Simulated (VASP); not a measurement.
# Zr3O (P6_322) in VASP: notebook

The runs below take Zr3O through single point, with PBEsol.

All numbers are computed with VASP 6.6.1; they aren't measurements. Logs are shortened: lines on timing, memory, paths and dates and some standing lists are left out, and cuts for length are marked.

**1. The cell of the first run**

Symmetry: P6_322, No. 182, hexagonal system. Conventional cell: a = 5.468 Å, b = 5.468 Å, c = 5.377 Å, α = 90.00°, β = 90.00°, γ = 120.00°. Zr (site symmetry 2) has 2 O at 2.20 Å and 6 Zr at 3.01 to 3.06 Å within 3.1 Å. Within 2.9 Å of O (site symmetry 32) lie 6 Zr at 2.20 Å.

**2. Single point, PBEsol**

The input, INCAR:

```
SYSTEM = Zr3O
ALGO = Normal
EDIFF = 1E-7
ENCUT = 520
GGA = PS
ISIF = 2
ISMEAR = 0
LASPH = .True.
LCHARG = .True.
LELF = .True.
LREAL = .False.
LVHAR = .True.
LWAVE = .False.
NBANDS = 52
NELM = 60
PREC = Accurate
SIGMA = 0.15
```

The input, KPOINTS:

```
k-points
0
Gamma
  9 9 8
  0 0 0
```

The input, POSCAR:

```
Zr3O
1.0
    5.4682318713      0.0000000000      0.0000000000
   -2.7341159356      4.7356277143      0.0000000000
    0.0000000000      0.0000000000      5.3769123990
Zr O
6 2
Direct
    0.3663331157      0.0000000000      0.0000000000
    0.3663331157      0.3663331157      0.5000000000
    0.0000000000      0.3663331157      0.0000000000
    0.6336668843      0.0000000000      0.5000000000
    0.6336668843      0.6336668843      0.0000000000
    0.0000000000      0.6336668843      0.5000000000
    0.3333333333      0.6666666667      0.2500000000
    0.6666666667      0.3333333333      0.7500000000
```

Potentials or basis: VASP PAW PBE potentials, release 64 (Zr_sv, O).

Started as:

```sh
$ cat potpaw_PBE.64/Zr_sv/POTCAR potpaw_PBE.64/O/POTCAR > POTCAR
$ mpirun -np 1 vasp_std > vasp.out
```

OUTCAR:

```text
SYSTEM = Zr3O
   EDIFF = 1E-7
   ENCUT = 520
   GGA = PS
   ISIF = 2
   ISMEAR = 0
   LASPH = .True.
   LREAL = .False.
   NELM = 60
   PREC = Accurate

 ion  position               nearest neighbor table
   1  0.366  0.000  0.000-   7 2.20   8 2.20   5 3.01   5 3.01   3 3.01   3 3.01   4 3.06   4 3.06
                             2 3.35   2 3.35   6 3.35   6 3.35   3 3.47   5 3.47
   2  0.366  0.366  0.500-   7 2.20   8 2.20   4 3.01   4 3.01   6 3.01   6 3.01   5 3.06   5 3.06
                             1 3.35   1 3.35   3 3.35   3 3.35   6 3.47   4 3.47
   3  0.000  0.366  0.000-   8 2.20   7 2.20   1 3.01   5 3.01   1 3.01   5 3.01   6 3.06   6 3.06
                             4 3.35   4 3.35   2 3.35   2 3.35   5 3.47   1 3.47
   4  0.634  0.000  0.500-   8 2.20   7 2.20   2 3.01   2 3.01   6 3.01   6 3.01   1 3.06   1 3.06
                             5 3.35   5 3.35   3 3.35   3 3.35   6 3.47   2 3.47
   5  0.634  0.634  0.000-   8 2.20   7 2.20   1 3.01   1 3.01   3 3.01   3 3.01   2 3.06   2 3.06
                             4 3.35   4 3.35   6 3.35   6 3.35   3 3.47   1 3.47
   6  0.000  0.634  0.500-   7 2.20   8 2.20   4 3.01   2 3.01   4 3.01   2 3.01   3 3.06   3 3.06
                             1 3.35   1 3.35   5 3.35   5 3.35   2 3.47   4 3.47
   7  0.333  0.667  0.250-   1 2.20   6 2.20   4 2.20   3 2.20   2 2.20   5 2.20
   8  0.667  0.333  0.750-   4 2.20   3 2.20   1 2.20   6 2.20   5 2.20   2 2.20

  LATTYP: Found a hexagonal cell.
 ALAT       =     5.4682318713
 C/A-ratio  =     0.9833000000

  Lattice vectors:

 A1 = (   5.4682318713,   0.0000000000,   0.0000000000)
 A2 = (  -2.7341159356,   4.7356277143,   0.0000000000)
 A3 = (   0.0000000000,   0.0000000000,   5.3769123990)

Analysis of symmetry for initial positions (statically):
=====================================================================
 Subroutine PRICEL returns:
 Original cell was already a primitive cell.

 Routine SETGRP: Setting up the symmetry group for a
 hexagonal supercell.

 Subroutine GETGRP returns: Found 12 space group operations
 (whereof  6 operations were pure point group operations)
 out of a pool of 24 trial point group operations.

The static configuration has the point symmetry D_3 .
 The point group associated with its full space group is D_6 .

Analysis of symmetry for dynamics (positions and initial velocities):
=====================================================================
 Subroutine PRICEL returns:
 Original cell was already a primitive cell.

 Routine SETGRP: Setting up the symmetry group for a
 hexagonal supercell.

 Subroutine GETGRP returns: Found 12 space group operations
 (whereof  6 operations were pure point group operations)
 out of a pool of 24 trial point group operations.

The dynamic configuration has the point symmetry D_3 .
 The point group associated with its full space group is D_6 .

 Subroutine INISYM returns: Found 12 space group operations
 (whereof  6 operations are pure point group operations),
 and found     1 'primitive' translations

----------------------------------------------------------------------------------------

                                     Primitive cell

  volume of cell :     139.2379

  direct lattice vectors                    reciprocal lattice vectors
     5.468231871  0.000000000  0.000000000     0.182874469  0.105582624  0.000000000
    -2.734115936  4.735627714  0.000000000     0.000000000  0.211165248  0.000000000
     0.000000000  0.000000000  5.376912399     0.000000000  0.000000000  0.185980341

  length of vectors
     5.468231871  5.468231871  5.376912399     0.211165248  0.211165248  0.185980341

  position of ions in fractional coordinates (direct lattice)
     0.366333116  0.000000000  0.000000000
     0.366333116  0.366333116  0.500000000
     0.000000000  0.366333116  0.000000000
     0.633666884  0.000000000  0.500000000
     0.633666884  0.633666884  0.000000000
     0.000000000  0.633666884  0.500000000
     0.333333333  0.666666667  0.250000000
     0.666666667  0.333333333  0.750000000

  ion indices of the primitive-cell ions
   primitive index   ion index
                 1           1
                 2           2
                 3           3
                 4           4
                 5           5
                 6           6
                 7           7
                 8           8

----------------------------------------------------------------------------------------

 KPOINTS: k-points

Automatic generation of k-mesh.
 Grid dimensions read from file:
 generate k-points for:    9    9    8

 Generating k-lattice:

  Cartesian coordinates                     Fractional coordinates (reciprocal lattice)
     0.020319385  0.011731403  0.000000000     0.111111111  0.000000000  0.000000000
     0.000000000  0.023462805  0.000000000     0.000000000  0.111111111  0.000000000
     0.000000000  0.000000000  0.023247543     0.000000000  0.000000000  0.125000000

  Length of vectors
     0.023462805  0.023462805  0.023247543

  Shift w.r.t. Gamma in fractional coordinates (k-lattice)
     0.000000000  0.000000000  0.000000000

 Subroutine IBZKPT returns following result:
 ===========================================

 Found     60 irreducible k-points:

 Following reciprocal coordinates:
            Coordinates               Weight
  0.000000  0.000000  0.000000      1.000000
  0.111111  0.000000  0.000000      6.000000
  0.222222  0.000000  0.000000      6.000000
  0.333333  0.000000  0.000000      6.000000
  0.444444  0.000000  0.000000      6.000000
  0.111111  0.111111  0.000000      6.000000
[... 16 lines left out ...]
  0.333333  0.222222  0.125000     24.000000
  0.333333  0.333333  0.125000      4.000000
 [... further k-points ...]
   k-points           NKPTS =     60   k-points in BZ     NKDIM =     60   number of bands    NBANDS=     52
   number of dos      NEDOS =    301   number of ions     NIONS =      8
   total plane-waves  NPLWV =  70560
   dimension x,y,z NGX =    42 NGY =   42 NGZ =   40
   dimension x,y,z NGXF=    84 NGYF=   84 NGZF=   80
   ions per type =               6   2
   NGX,Y,Z   is equivalent  to a cutoff of  12.77, 12.77, 12.37 a.u.
   NGXF,Y,Z  is equivalent  to a cutoff of  25.54, 25.54, 24.73 a.u.
 SYSTEM =  Zr3O
   PREC   = accura    normal or accurate (medium, high low for compatibility)
   ISTART =      0    job   : 0-new  1-cont  2-samecut
   ICHARG =      2    charge: 1-file 2-atom 10-const
   ISPIN  =      1    spin polarized calculation?
   LNONCOLLINEAR =      F non collinear calculations
   LSORBIT =      F    spin-orbit coupling
   LASPH  =      T    aspherical Exc in radial PAW
   ENCUT  =  520.0 eV  38.22 Ry    6.18 a.u.  10.17 10.17 10.00*2*pi/ulx,y,z
   NELM   =     60;   NELMIN=  2; NELMDL= -5     # of ELM steps
   EDIFF  = 0.1E-06   stopping-criterion for ELM
   LREAL  =      F    real-space projection
   EDIFFG = 0.1E-05   stopping-criterion for IOM
   NSW    =      0    number of steps for IOM
   IBRION =     -1    ionic relax: 0-MD 1-quasi-New 2-CG
   NFREE  =      0    steps in history (QN), initial steepest desc. (CG)
   ISIF   =      2    stress and relaxation
   ISYM   =      2    0-nonsym 1-usesym 2-fastsym
   POTIM  = 0.5000    time-step for ionic-motion
   TEBEG  =    0.0;   TEEND  =   0.0 temperature during run
   PSTRESS=    0.0 pullay stress
   NELECT =      84.0000    total number of electrons
   NUPDOWN=      -1.0000    fix difference up-down
   EMIN   =  10.00;   EMAX   =-10.00  energy-range for DOS
   EFERMI =   0.00;   METHOD = LEGACY
   ISMEAR =     0;   SIGMA  =   0.15  broadening in eV -4-tet -1-fermi 0-gaus
   EFERMI_NEDOS =   21; number of points for ismear=-14 and -15
   IALGO  =     38    algorithm
   IMIX   =      4    mixing-type and parameters
     AMIX     =   0.40;   BMIX     =  1.00
     AMIX_MAG =   1.60;   BMIX_MAG =  1.00
  volume/ion in A,a.u.               =      17.40       117.45
  Fermi-wavevector in a.u.,A,eV,Ry     =   1.383297  2.614052 26.034894  1.913511
  Thomas-Fermi vector in A             =   2.507908
   LORBIT       =      0    0 simple, 1 ext, 2 COOP (PROOUT), +10 PAW based schemes
   GGA     = PS    functional components
   LHFCALC =     F    Hartree Fock is set to
   AEXX    =    0.0000 exact exchange contribution
   IVDW    =     0    specifies the selected vdW correction
   LEPSILON=     F    determine dielectric tensor
   LRPA    =     F    only Hartree local field effects (RPA)
 non-spin polarized calculation
 Gauss-broadening in eV      SIGMA  =   0.15
  energy-cutoff  :      520.00
  volume of cell :      139.24
 maximum number of plane-waves:      3774
 NGX is ok and might be reduce to    42
   NGX = 21   NGY = 21   NGZ = 19

 number of electron      83.9999977 magnetization

 Free energy of the ion-electron system (eV)
  ---------------------------------------------------
  ext. energy  EPLUGINS =         0.00000000
  ---------------------------------------------------
  free energy    TOTEN  =       -75.77003074 eV

  energy without entropy =      -75.69002489  energy(sigma->0) =      -75.73002781

 E-fermi :   9.8127     XC(G=0): -11.7237

 val. band max:        9.8067107011   @ k =   0.2222   0.1111   0.3750
 cond. band min:       9.8138146608   @ k =   0.2222   0.2222   0.1250
 fundamental gap:      0.0071039597
 Fermi energy:         9.8127162564

 k-point     1 :       0.0000    0.0000    0.0000
  band No.  band energies     occupation
      1     -38.9723      2.00000
      2     -38.8193      2.00000
      3     -38.7525      2.00000
      4     -38.7525      2.00000
      5     -38.6942      2.00000
      6     -38.6942      2.00000
[... 44 lines left out ...]
     51      12.2796      0.00000
     52      13.2701      0.00000

 k-point     2 :       0.1111    0.0000    0.0000
  band No.  band energies     occupation
      1     -38.9661      2.00000
      2     -38.8154      2.00000
      3     -38.7588      2.00000
      4     -38.7541      2.00000
      5     -38.6967      2.00000
      6     -38.6945      2.00000
[... 44 lines left out ...]
     51      12.2648      0.00000
     52      13.0175      0.00000

 k-point     3 :       0.2222    0.0000    0.0000
  band No.  band energies     occupation
      1     -38.9485      2.00000
      2     -38.8043      2.00000
      3     -38.7763      2.00000
      4     -38.7581      2.00000
      5     -38.7041      2.00000
      6     -38.6953      2.00000
[... 44 lines left out ...]
     51      12.2525      0.00000
     52      12.7406      0.00000
[... 1046 lines left out ...]
 k-point    23 :       0.3333    0.2222    0.1250
  band No.  band energies     occupation
      1     -38.8780      2.00000
      2     -38.8329      2.00000
      3     -38.7715      2.00000
      4     -38.7664      2.00000
      5     -38.7396      2.00000
      6     -38.7005      2.00000
[... 44 lines left out ...]
     51      12.4393      0.00000
     52      12.9004      0.00000

 k-point    24 :       0.3333    0.3333    0.1250
  band No.  band energies     occupation
      1     -38.8552      2.00000
      2     -38.8538      2.00000
      3     -38.7724      2.00000
      4     -38.7541      2.00000
      5     -38.7527      2.00000
      6     -38.7009      2.00000
[... 44 lines left out ...]
     51      12.4148      0.00000
     52      13.3150      0.00000

 [... further k-points ...]

------------------------ aborting loop because EDIFF is reached ----------------------------------------

  FORCE on cell =-STRESS in cart. coord.  units (eV):
  Direction    XX          YY          ZZ          XY          YZ          ZX
  --------------------------------------------------------------------------------------
  -------------------------------------------------------------------------------------
  Total        7.1800767      7.1800767      1.0574961      0.0000000      0.0000000      0.0000000
  in kB       82.6194367     82.6194367     12.1683569      0.0000000      0.0000000      0.0000000
  external PRESSURE =      59.1357434 kB  Pullay stress =       0.0000000 kB

 VOLUME and BASIS-vectors are now :
 -----------------------------------------------------------------------------
  energy-cutoff  :      520.00
  volume of cell :      139.24
      direct lattice vectors                 reciprocal lattice vectors
     5.468231871  0.000000000  0.000000000     0.182874469  0.105582624  0.000000000
    -2.734115936  4.735627714  0.000000000     0.000000000  0.211165248  0.000000000
     0.000000000  0.000000000  5.376912399     0.000000000  0.000000000  0.185980341

 POSITION                                       TOTAL-FORCE (eV/Angst)
 -----------------------------------------------------------------------------------
      2.00319      0.00000      0.00000        -1.568086      0.000000      0.000000
      1.00160      1.73482      2.68846        -0.784043     -1.358002     -0.000000
     -1.00160      1.73482      0.00000         0.784043     -1.358002     -0.000000
      3.46504      0.00000      2.68846         1.568086      0.000000      0.000000
      1.73252      3.00081      0.00000         0.784043      1.358002      0.000000
     -1.73252      3.00081      2.68846        -0.784043      1.358002      0.000000
     -0.00000      3.15709      1.34423        -0.000000      0.000000     -0.000000
      2.73412      1.57854      4.03268        -0.000000      0.000000     -0.000000
 -----------------------------------------------------------------------------------
    total drift:                                0.000000     -0.000001      0.000000

  FREE ENERGIE OF THE ION-ELECTRON SYSTEM (eV)
  ---------------------------------------------------
  free  energy   TOTEN  =       -75.7700307392 eV

  energy  without entropy=      -75.6900248896  energy(sigma->0) =      -75.73002781
```

Wall time 16 min (1 thread of Intel Xeon 8259CL, shared host); peak memory 0.46 GiB.

What came out:

```yaml
Free_energy: -75.7700 eV
Pressure: 5.9 GPa
Largest_force: 1.568 eV/Å
Band_gap_on_the_k_mesh: zero (bands 42 and 43 overlap by 0.56 eV)
```

Forces on the atoms (eV/Å):
```
Zr  -1.568  0.000  0.000
Zr  -0.784 -1.358  0.000
Zr   0.784 -1.358  0.000
Zr   1.568  0.000  0.000
Zr   0.784  1.358  0.000
Zr  -0.784  1.358  0.000
O    0.000  0.000  0.000
O    0.000  0.000  0.000
```

Stress tensor (GPa, compression positive):
```
8.26 0.00 0.00
0.00 8.26 0.00
0.00 0.00 1.22
```

Caveat: the stress differs along the axes, from 1 to 8 GPa; the PAW data sets were made with another functional, which shifts forces and pressure a little.

**3. Single point, PBEsol**

The input, INCAR:

```
SYSTEM = Zr3O
  PREC = Accurate
  ENCUT = 520
  EDIFF = 1E-6
  ISMEAR = 0
  SIGMA = 0.15
  LREAL = .False.
  LASPH = .True.
  NELM = 60
  ALGO = Normal
  ISIF = 2
  LWAVE = .False.
  LCHARG = .False.
  GGA = PS
  NBANDS = 52
```

The input, KPOINTS:

```
Automatic mesh
0
Gamma
  9 9 8
  0 0 0
```

The input, POSCAR:

```
Zr3O
1.0
    5.4682318713      0.0000000000      0.0000000000
   -2.7341159356      4.7356277143      0.0000000000
    0.0000000000      0.0000000000      5.3769123990
Zr O
6 2
Direct
    0.3529025719      0.0000000000      0.0000000000
    0.3529025719      0.3529025719      0.5000000000
    0.0000000000      0.3529025719      0.0000000000
    0.6470974281      0.0000000000      0.5000000000
    0.6470974281      0.6470974281      0.0000000000
    0.0000000000      0.6470974281      0.5000000000
    0.3333333333      0.6666666667      0.2500000000
    0.6666666667      0.3333333333      0.7500000000
```

Potentials or basis: VASP PAW PBE potentials, release 64 (Zr_sv, O).

Started as:

```sh
$ cat potpaw_PBE.64/Zr_sv/POTCAR potpaw_PBE.64/O/POTCAR > POTCAR
$ mpirun -np 1 vasp_std > vasp.out
```

It took 14 min on 1 thread of Intel Xeon 8259CL, shared host; peak memory 0.46 GiB.

The run converged. Its results:

```yaml
Free_energy: -76.3291 eV
Pressure: 2.8 GPa
Largest_force: 0.946 eV/Å
Band_gap_on_the_k_mesh: zero (bands 42 and 43 overlap by 0.23 eV)
```

Forces on the atoms (eV/Å):
```
Zr  -0.946  0.000  0.000
Zr  -0.473 -0.820  0.000
Zr   0.473 -0.820  0.000
Zr   0.946  0.000  0.000
Zr   0.473  0.820  0.000
Zr  -0.473  0.820  0.000
O    0.000  0.000  0.000
O    0.000  0.000  0.000
```

Stress tensor (GPa, compression positive):
```
 5.28  0.00  0.00
 0.00  5.28  0.00
 0.00  0.00 -2.26
```

Levels at points of the mesh, in eV from the Fermi level:
```
           k point  band 39  band 40  band 41  band 42  band 43  band 44  band 45  band 46
(0.00, 0.00, 0.00)    -0.88    -0.88     0.04     0.04     0.73     0.73     0.81     0.81
(0.00, 0.00, 0.50)    -0.26    -0.26    -0.26    -0.26     0.03     0.03     0.22     0.22
```

Caveat: the stress differs along the axes, from -2 to 5 GPa; the PAW data sets were made with another functional, which shifts forces and pressure a little.

(Part 1 of 2 ends here.)
